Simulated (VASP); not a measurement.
Here is a VASP 6.6.1 calculation.

Contents of INCAR:

```
SYSTEM = SnO2
PREC     = Accurate       ! precision mode
ENCUT    = 520            ! plane-wave cutoff, eV
EDIFF    = 1E-7           ! SCF threshold, eV
ISMEAR   = 0              ! smearing method
SIGMA    = 0.05           ! smearing width, eV
LREAL    = .FALSE.        ! projectors in reciprocal space
LASPH    = .TRUE.         ! aspherical terms in the spheres
NELM     = 60             ! most SCF steps
ALGO     = Normal         ! electronic algorithm
ISIF     = 2              ! what is computed and relaxed
LWAVE    = .FALSE.        ! write WAVECAR
LCHARG   = .FALSE.        ! write CHGCAR
GGA      = PE             ! functional
IVDW     = 12             ! dispersion correction
NBANDS   = 35             ! bands
```

KPOINTS

```
Automatic mesh
0
G
  12 12 4
  0 0 0
```

The input POSCAR:

```
SnO2
1.0
    3.2648065132      0.0000000000      0.0000000000
   -1.6324032566      2.8274053789      0.0000000000
    0.0000000000      0.0000000000     10.5056250869
Sn O
2 4
Direct
   -0.0389919738      0.0000000000      0.5000000000
    0.0389919738      0.0000000000      0.0000000000
    0.6271796222      0.3333333333      0.4017901351
    0.7061537111      0.3333333333      0.0982098649
    0.2938462889      0.6666666667      0.5982098649
    0.3728203778      0.6666666667      0.9017901351
```

Potentials or basis: VASP PAW PBE potentials, release 64 (Sn_d, O).

The run is started by

```sh
$ cat potpaw_PBE.64/Sn_d/POTCAR potpaw_PBE.64/O/POTCAR > POTCAR
$ mpirun -np 1 vasp_std > vasp.out
```

**Question.** What does it give for the pressure?

**Answer.** -5.5 GPa.

**Question.** Predict the band gap on the k mesh.

**Answer.** 1.78 eV (least direct gap 2.08 eV).

Forces on the atoms (eV/Å):
```
Sn  -0.020  0.000  0.000
Sn   0.020  0.000  0.000
O   -0.003  0.000  0.447
O    0.003  0.000 -0.447
O   -0.003  0.000 -0.447
O    0.003  0.000  0.447
```

Caveat: the cell differs from its parent crystal (atoms displaced along a vibrational mode, the cell strained); the cell stands under tension; spin-orbit coupling is left out, which moves the levels of the heavy elements. A k mesh can miss the band edges.
